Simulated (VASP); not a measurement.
A run of VASP 6.6.1 is set up as follows.

Contents of INCAR:

```
ALGO = Normal
DIPOL = 0.5 0.5 0.500
EDIFF = 1E-6
EFIELD = -0.3
ENCUT = 520
GGA = PE
GGA_COMPAT = F
IDIPOL = 3
ISIF = 2
ISMEAR = -1
LASPH = T
LCHARG = F
LDIPOL = T
LREAL = F
LWAVE = F
NBANDS = 24
NELM = 120
NELMDL = -8
PREC = Accurate
SIGMA = 0.3
```

File KPOINTS:

```
k-points
0
Gamma
  7 7 1
```

Contents of POSCAR:

```
TiC
1.0
    3.0537113452      0.0000000000      0.0000000000
    1.5268556726      2.6445916008      0.0000000000
    0.0000000000      0.0000000000     15.7400173088
Ti C
2 2
Direct
    0.0000000000      0.0000000000      0.3811939900
    0.3333333333      0.3333333333      0.5396020033
    0.6666666667      0.6666666667      0.4603979967
    0.0000000000      0.0000000000      0.6188060100
```

Potentials or basis: VASP PAW PBE potentials, release 64 (Ti_sv, C).

The run is started by

```sh
$ cat potpaw_PBE.64/Ti_sv/POTCAR potpaw_PBE.64/C/POTCAR > POTCAR
$ mpirun -np 1 vasp_std > vasp.out
```

**Question.** Predict the largest force.

**Answer.** 1.672 eV/Å.

**Question.** Estimate the band gap on the k mesh.

**Answer.** Zero (band 16 reaches -0.47 eV, above the bottom of band 17 at -0.59 eV).

Forces on the atoms (eV/Å):
```
Ti   0.000  0.000  1.432
Ti   0.000  0.000  1.399
C    0.000  0.000 -1.672
C    0.000  0.000 -1.159
```
